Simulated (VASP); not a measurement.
A run of VASP 6.6.1:

File INCAR:

```
SYSTEM = MgS
PREC     = Accurate       ! precision mode
ENCUT    = 520            ! plane-wave cutoff, eV
EDIFF    = 1E-7           ! SCF threshold, eV
ISMEAR   = 0              ! smearing method
SIGMA    = 0.01           ! smearing width, eV
LREAL    = .False.        ! projectors in reciprocal space
LASPH    = .True.         ! aspherical terms in the spheres
NELM     = 100            ! most SCF steps
ALGO     = Normal         ! electronic algorithm
ISIF     = 2              ! what is computed and relaxed
LWAVE    = .False.        ! write WAVECAR
LCHARG   = .False.        ! write CHGCAR
NBANDS   = 11             ! bands
```

File KPOINTS:

```
regular mesh
0
Gamma
  8 8 8
  0 0 0
```

Contents of POSCAR:

```
MgS
1.0
    2.4505819290      2.4505819290      0.0000000000
   -2.4505819290      2.4505819290      0.0000000000
    0.0000000000      2.4505819290      2.4505819290
Mg S
1 1
Direct
    0.0000000000      0.0000000000      0.0000000000
    0.5000000000      0.5000000000      0.0000000000
```

Potentials or basis: VASP PAW LDA potentials, release 64 (Mg, S).

The run is started by

```bash
$ cat potpaw_LDA.64/Mg/POTCAR potpaw_LDA.64/S/POTCAR > POTCAR
$ mpirun -np 1 vasp_std > vasp.out
```

Hardware: 1 thread of Intel(R) Xeon(R) Platinum 8259CL CPU @ 2.50GHz (Skylake/Cascade Lake), with other jobs on the host.

Task: Estimate the wall time of this run.

Result: Wall time 9.9 s on 1 thread of Intel(R) Xeon(R) Platinum 8259CL CPU @ 2.50GHz (Skylake/Cascade Lake), on a shared host, peak memory 0.14 GiB. Counts: scf iterations 12, k points 29.
